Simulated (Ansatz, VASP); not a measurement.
This is a calculation of FeO for Ansatz 0.2.0.

The input input.yaml:

```yaml
crystal:
  lattice:
    - [2.61246963, 0.0, 0.0]
    - [0.0, 2.61246963, 0.0]
    - [0.0, 0.0, 2.61246963]
  atoms:
    - { symbol: Fe, position: [0.012598, 0.002684, -0.003583], spin: 3.0 }
    - { symbol: O, position: [0.484133, 0.502217, 0.500356] }
kpoints:
  mp_grid: { grid: [10, 10, 10] }
scf:
  occupations: { method: fermi_dirac, width: 0.05 }
hamiltonian:
  xc: pbe
  pseudopotentials: { kind: all_electron, lapw: { basis_error: 0.001 } }
magnetization:
  spin_polarized: true
output:
  forces: true
  stress: true
  eigenvalues: true
  populations: true
```

Potentials or basis: all-electron LAPW, scalar-relativistic.

Launch:

```bash
$ ansatz run input.yaml --threads 2 --pin off --max-ram 6144MiB --backend cpu --events-out ev --progress --plain --runs-dir out
```

**Question.** Set up the same calculation for VASP 6.6.1. Potentials there: VASP PAW PBE potentials, release 64 (Fe, O).

**Answer.** As run (the cutoff follows the program's own potentials):

INCAR

```
SYSTEM = FeO
  PREC = Accurate
  ENCUT = 520
  EDIFF = 1E-6
  ISMEAR = -1
  SIGMA = 0.05
  LREAL = .False.
  LASPH = .True.
  NELM = 150
  ALGO = Normal
  ISIF = 2
  LWAVE = .False.
  LCHARG = .False.
  ISPIN = 2
  MAGMOM = 3 0
  LORBIT = 11
  LMAXMIX = 4
  GGA = PE
  NBANDS = 18
```

KPOINTS

```
regular mesh
0
Gamma
  10 10 10
  0 0 0
```

Contents of POSCAR:

```
FeO
1.0
    2.6124696300      0.0000000000      0.0000000000
    0.0000000000      2.6124696300      0.0000000000
    0.0000000000      0.0000000000      2.6124696300
Fe O
1 1
Direct
    0.0125980000      0.0026840000     -0.0035830000
    0.4841330000      0.5022170000      0.5003560000
```

Potentials or basis: VASP PAW PBE potentials, release 64 (Fe, O).

The run is started by

```console
$ cat potpaw_PBE.64/Fe/POTCAR potpaw_PBE.64/O/POTCAR > POTCAR
$ mpirun -np 1 vasp_std > vasp.out
```

Both were run:

|  | VASP | Ansatz | Ansatz less VASP |
| --- | --- | --- | --- |
| gap on the k mesh at the Fermi level (eV) | none | none | - |
| pressure (GPa) | 9.8 | 9.7 | -0.03 |
| traceless stress, the component that is largest in VASP (GPa) | -0.17 | -0.16 | +0.004 |
| rms of the force components (eV/Å) | 0.077 | 0.073 | -0.0046 |
| net moment per atom (μB) | 2.00 | 2.00 | 0.000 |
| size of the moment on the site where the two differ most (μB) | 3.53 | 3.56 | +0.030 |

Site moments also hang on the region over which each program counts them. Atom by atom the forces differ by 0.005 eV/Å (rms over components). A gap of «none» marks a metal or a gap that the smearing closes. Ansatz ran all-electron here, and VASP with PAW potentials.
